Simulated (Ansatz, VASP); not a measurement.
**AlRu: VASP beside Ansatz**

INCAR

```
PREC = Accurate
ENCUT = 520
EDIFF = 1E-6
ISMEAR = 0
SIGMA = 0.15
LREAL = False
LASPH = True
NELM = 80
ALGO = Fast
ISIF = 2
LWAVE = False
LCHARG = False
GGA = PS
NBANDS = 16
```

Contents of KPOINTS:

```
regular mesh
0
Gamma
  16 16 16
```

The input POSCAR:

```
AlRu
1.0
    2.9916000000      0.0000000000      0.0000000000
    0.0000000000      2.9916000000      0.0000000000
    0.0000000000      0.0000000000      2.9916000000
Al Ru
1 1
Direct
    0.0000000000      0.0041783661      0.0000000000
    0.5000000000      0.5000000000      0.5000000000
```

Input for Ansatz:

```yaml
crystal:
  lattice:
    - [2.9916, 0.0, 0.0]
    - [0.0, 2.9916, 0.0]
    - [0.0, 0.0, 2.9916]
  atoms:
    - { symbol: Al, position: [0.0, 0.0041783661, 0.0] }
    - { symbol: Ru, position: [0.5, 0.5, 0.5] }
basis:
  ecutwfc: 420
kpoints:
  mp_grid: { grid: [16, 16, 16] }
hamiltonian:
  xc: pbesol
scf:
  occupations: { method: gaussian, width: 0.15 }
output:
  forces: true
  stress: true
  eigenvalues: true
```

Change from the starting cell: all Al atoms moved +0.013 Å, as atom 1 along Cartesian [0 1 0].

Alike in both runs: task single point; functional PBEsol; k mesh 16 × 16 × 16; occupations gaussian, width 0.15 eV; no spin polarisation.

|  | VASP | Ansatz |
| --- | --- | --- |
| version | VASP 6.6.1 | Ansatz 0.2.0 |
| potentials or method | VASP PAW PBE potentials, release 64 (Al, Ru_pv), cutoff 520 eV | scalar-relativistic, plane waves, PAW |
| valence electrons in the cell | 17 | 19 |

|  | VASP | Ansatz | Ansatz less VASP |
| --- | --- | --- | --- |
| gap on the k mesh at the Fermi level (eV) | none | none | - |
| pressure (GPa) | -3.2 | -3.2 | 0.00 |
| rms of the force components (eV/Å) | 0.055 | 0.055 | -0.0005 |

VASP's potentials were made for PBE, not for PBEsol. Atom by atom the forces differ by 0.001 eV/Å (rms over components). A gap of «none» marks a metal or a gap that the smearing closes. With one functional, cell and mesh, what is left measures potentials, basis and numerics. VASP's potentials hold 17 valence electrons a cell and Ansatz's 19, so a difference there can come from the potentials and not from the codes.
